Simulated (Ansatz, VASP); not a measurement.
**One calculation of Ag, two programs**

Contents of INCAR:

```
SYSTEM = Ag
PREC = Accurate
ENCUT = 520
EDIFF = 1E-6
ISMEAR = 0
SIGMA = 0.1
LREAL = .False.
LASPH = .True.
NELM = 60
ALGO = Normal
ISIF = 2
LWAVE = .False.
LCHARG = .True.
GGA = PE
LELF = .True.
LVHAR = .True.
NBANDS = 12
```

KPOINTS

```
Automatic mesh
0
Gamma
  18 18 18
  0 0 0
```

Contents of POSCAR:

```
Ag
1.0
    0.0000000000      2.1405249930      2.1405249930
    2.1405249930      0.0000000000      2.1405249930
    2.1405249930      2.1405249930      0.0000000000
Ag
1
Direct
    0.0000000000      0.0000000000      0.0000000000
```

Input for Ansatz:

```yaml
crystal:
  lattice:
    - [0.0, 2.140524993, 2.140524993]
    - [2.140524993, 0.0, 2.140524993]
    - [2.140524993, 2.140524993, 0.0]
  atoms:
    - { symbol: Ag, position: [0.0, 0.0, 0.0] }
basis:
  ecutwfc: 420
kpoints:
  mp_grid: { grid: [18, 18, 18] }
hamiltonian:
  xc: pbe
scf:
  occupations: { method: gaussian, width: 0.1 }
output:
  forces: true
  stress: true
  eigenvalues: true
```

Alike in both runs: task single point; functional PBE; k mesh 18 × 18 × 18; occupations gaussian, width 0.1 eV; no spin polarisation.

|  | VASP | Ansatz |
| --- | --- | --- |
| version | VASP 6.6.1 | Ansatz 0.2.0 |
| potentials or method | VASP PAW PBE potentials, release 64 (Ag), cutoff 520 eV | scalar-relativistic, plane waves, PAW |
| valence electrons in the cell | 11 | 19 |

|  | VASP | Ansatz | Ansatz less VASP |
| --- | --- | --- | --- |
| gap on the k mesh at the Fermi level (eV) | none | none | - |
| pressure (GPa) | -6.6 | -6.6 | +0.04 |

A gap of «none» marks a metal or a gap that the smearing closes. VASP's potentials hold 11 valence electrons a cell and Ansatz's 19, so a difference there can come from the potentials and not from the codes.
